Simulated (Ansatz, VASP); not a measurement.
# Al2O3 in VASP and in Ansatz

File INCAR:

```
PREC = Accurate
ENCUT = 520
EDIFF = 1E-6
ISMEAR = 0
SIGMA = 0.05
LREAL = False
LASPH = True
NELM = 60
ALGO = Normal
ISIF = 2
LWAVE = False
LCHARG = False
GGA = PE
NBANDS = 35
```

The input KPOINTS:

```
regular mesh
0
Gamma
  6 4 8
```

Contents of POSCAR:

```
Al2O3
1.0
    4.3352025006      0.0000000000      0.0000000000
    0.0000000000      8.9272541994      0.0000000000
    0.0000000000      0.0000000000      2.7836547536
Al O
4 6
Direct
    0.4317423466      0.3295573566      0.5000000000
    0.5682576534      0.6704426434      0.5000000000
    0.9317423466      0.1704426434      0.0000000000
    0.0682576534      0.8295573566      0.0000000000
    0.7545470293      0.2269610254      0.5000000000
    0.0000000000      0.0000000000      0.0000000000
    0.7454529707      0.7269610254      0.0000000000
    0.2545470293      0.2730389746      0.0000000000
    0.2454529707      0.7730389746      0.5000000000
    0.5000000000      0.5000000000      0.5000000000
```

Input for Ansatz:

```yaml
crystal:
  lattice:
    - [4.3352025006, 0.0, 0.0]
    - [0.0, 8.9272541994, 0.0]
    - [0.0, 0.0, 2.7836547536]
  atoms:
    - { symbol: Al, position: [0.4317423466, 0.3295573566, 0.5] }
    - { symbol: Al, position: [0.5682576534, 0.6704426434, 0.5] }
    - { symbol: Al, position: [0.9317423466, 0.1704426434, 0.0] }
    - { symbol: Al, position: [0.0682576534, 0.8295573566, 0.0] }
    - { symbol: O, position: [0.7545470293, 0.2269610254, 0.5] }
    - { symbol: O, position: [0.0, 0.0, 0.0] }
    - { symbol: O, position: [0.7454529707, 0.7269610254, 0.0] }
    - { symbol: O, position: [0.2545470293, 0.2730389746, 0.0] }
    - { symbol: O, position: [0.2454529707, 0.7730389746, 0.5] }
    - { symbol: O, position: [0.5, 0.5, 0.5] }
basis:
  ecutwfc: 420
kpoints:
  mp_grid: { grid: [6, 4, 8] }
hamiltonian:
  xc: pbe
scf:
  occupations: { method: gaussian, width: 0.05 }
output:
  forces: true
  stress: true
  eigenvalues: true
```

Change from the starting cell: strain -0.080 along x and y, -0.080 along z, atoms carried along.

Alike in both runs: task single point; functional PBE; k mesh 6 × 4 × 8; occupations gaussian, width 0.05 eV; no spin polarisation.

```csv
,VASP,Ansatz
version,VASP 6.6.1,Ansatz 0.2.0
potentials or method,"VASP PAW PBE potentials, release 64 (Al, O), cutoff 520 eV","scalar-relativistic, plane waves, PAW"
valence electrons in the cell,48,48
```

VASP gave:

```
gap on the k mesh at the Fermi level (eV)                     : 4.65
least direct gap on the mesh (eV)                             : 4.65
pressure (GPa)                                                : 59.3
traceless stress, the component that is largest in VASP (GPa) : 14.28
rms of the force components (eV/Å)                            : 0.692
```

Problem. Which values does Ansatz return?

Solution. gap on the k mesh at the Fermi level (eV): 4.66; least direct gap on the mesh (eV): 4.66; pressure (GPa): 58.2; traceless stress, the component that is largest in VASP (GPa): 13.72; rms of the force components (eV/Å): 0.667.

Atom by atom the forces differ by 0.026 eV/Å (rms over components). Both programs put the cell under a high pressure, so it lies far from rest at this level. The functional is the same, so the differences come from potentials, cutoffs and numerics.
